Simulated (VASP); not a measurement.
**CdTe: electric field gradients with r2SCAN**

CdTe:

```
Cd Te
1.0
     0.00000    3.09693    3.09693
     3.09693    0.00000    3.09693
     3.09693    3.09693    0.00000
Cd Te
1 1
Cartesian
  0.0000 0.0000 0.0000
  3.0969 3.0969 3.0969
```

| Property | Result |
| --- | --- |
| Program | VASP 6.6.1 |
| Task | electric field gradients |
| Functional | r2SCAN |
| Potentials or basis | VASP PAW PBE potentials, release 64 (Cd, Te) |
| Cutoff | 520 eV |
| k mesh | 10 × 10 × 10 |
| Occupations | fermi-dirac, width 0.03 eV |
| Spin | no spin polarisation |
| Dipole correction | no |
| Further INCAR settings | ALGO = Normal; EDIFF = 1e-08; NBANDS = 16 |

```json
{"Pressure": "-2.4 GPa", "Band gap on the k mesh": "zero (bands 9 and 10 overlap by 0.97 eV)", "Largest electric field gradient by atom": "under 0.05 V/Å² on every atom"}
```

Levels at points of the mesh, in eV from the Fermi level:
```
           k point  band 6  band 7  band 8  band 9  band 10  band 11  band 12  band 13
(0.00, 0.00, 0.00)   -8.52   -0.43   -0.43   -0.43     0.70     7.53     7.53     7.53
(0.50, 0.00, 0.00)   -8.45   -4.98   -0.06   -0.06     3.25     4.43     4.43     4.99
(0.50, 0.50, 0.00)   -7.76   -3.91   -1.96   -1.96    -0.94     4.70     9.65     9.65
```

It took 2.4 min on 1 thread of Intel(R) Xeon(R) Platinum 8488C (Sapphire Rapids), with other jobs on the host, peak memory 0.24 GiB.

Caveat: the PAW data sets were made with another functional, which shifts forces and pressure a little; spin-orbit coupling is left out, which moves the levels of the heavy elements.
